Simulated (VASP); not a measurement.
Runs of VASP 6.6.1 on Au. The structure is that of space group Fm-3m (No. 225), or close to it. The cells are those of the table. 

```tsv
cell	k mesh	gap on the mesh (eV)	pressure (GPa)
a = 2.901 Å, angles 60.0°, 1 atom	18 × 18 × 18	none	-0.2
a = 2.958 Å, angles 60.0°, 1 atom	18 × 18 × 18	none	-8.3
a = 2.930 Å, angles 60.0°, 1 atom	18 × 18 × 18	none	(b)
a = 2.812 Å, angles 60.0°, 1 atom	18 × 18 × 18	none	(a)
a = 2.878 Å, angles 60.0°, 1 atom	8 × 8 × 8	none	4.9
```

Alike in all rows: task single point; level PBE+D3(BJ); potentials or basis VASP PAW PBE potentials, release 64 (Au); no spin polarisation; cutoff (eV) 520; smearing gaussian 0.1 eV.

Fill in the values left out.

(a) 19.8; (b) -4.6.

Caveats: spin-orbit coupling is left out, which moves the levels of the heavy elements; the cell stands under tension (at least some runs); the cell stands under pressure (at least some runs).

A k mesh can miss the band edges, and the runs leave out spin-orbit coupling on Au.

A gap of «none» marks levels without a gap at the run's occupations.
